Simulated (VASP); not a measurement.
Wanted: the native input for a VASP 6.6.1 run.

```yaml
Task: single point
Functional: r2SCAN
Potentials_or_basis: VASP PAW PBE potentials, release 64 (Se, Li_sv)
Cutoff: 830 eV
k_mesh: 6 × 6 × 6
Occupations: gaussian, width 0.01 eV
Spin: no spin polarisation
Dipole_correction: no
Further_INCAR_settings: ALGO = Normal; EDIFF = 1e-06; NBANDS = 13
```

The system is Li2Se.

```
Se Li
1.0
     0.00000    2.96328    2.96328
     2.96328    0.00000    2.96328
     2.96328    2.96328    0.00000
Se Li
1 2
Direct
  0.00000 0.00000 0.00000
  0.25000 0.25000 0.25000
  0.75000 0.75000 0.75000
```

This cell differs from its parent crystal: volume changed by -3%.

The input as run:

POSCAR

```
Li2Se
1.0
    0.0000000000      2.9632814057      2.9632814057
    2.9632814057      0.0000000000      2.9632814057
    2.9632814057      2.9632814057      0.0000000000
Se Li
1 2
Direct
    0.0000000000      0.0000000000      0.0000000000
    0.2500000000      0.2500000000      0.2500000000
    0.7500000000      0.7500000000      0.7500000000
```

INCAR.step1

```
SYSTEM = Li2Se
  PREC = Accurate
  ENCUT = 830
  ISMEAR = 0
  SIGMA = 0.01
  LREAL = .False.
  LASPH = .True.
  NELM = 120
  NBANDS = 13
  GGA = PE
  ALGO = Normal
  EDIFF = 1E-5
  LWAVE = .True.
  LCHARG = .False.
  GGA_COMPAT = .False.
```

INCAR.step2

```
SYSTEM = Li2Se
  PREC = Accurate
  ENCUT = 830
  EDIFF = 1E-6
  ISMEAR = 0
  SIGMA = 0.01
  LREAL = .False.
  LASPH = .True.
  NELM = 120
  ALGO = Normal
  ISIF = 2
  LWAVE = .False.
  LCHARG = .False.
  METAGGA = R2SCAN
  LMIXTAU = .True.
  NBANDS = 13
  ISTART = 1
  GGA_COMPAT = .False.
```

KPOINTS

```
regular mesh
0
Gamma
  6 6 6
  0 0 0
```

Potentials or basis: VASP PAW PBE potentials, release 64 (Se, Li_sv).

Launch:

```console
$ cat potpaw_PBE.64/Se/POTCAR potpaw_PBE.64/Li_sv/POTCAR > POTCAR
$ cp INCAR.step1 INCAR
$ mpirun -np 1 vasp_std > vasp.out
$ cp INCAR.step2 INCAR
$ mpirun -np 1 vasp_std > vasp.out
```

It gave:

- Pressure: 1.0 GPa
- Band gap on the k mesh: 3.43 eV, indirect (least direct gap 4.32 eV)

Caveat: the PAW data sets were made with another functional, which shifts forces and pressure a little.

Wall time 74 s on 1 thread of Intel(R) Xeon(R) Platinum 8559C (Emerald Rapids), with other jobs on the host, peak memory 0.26 GiB.
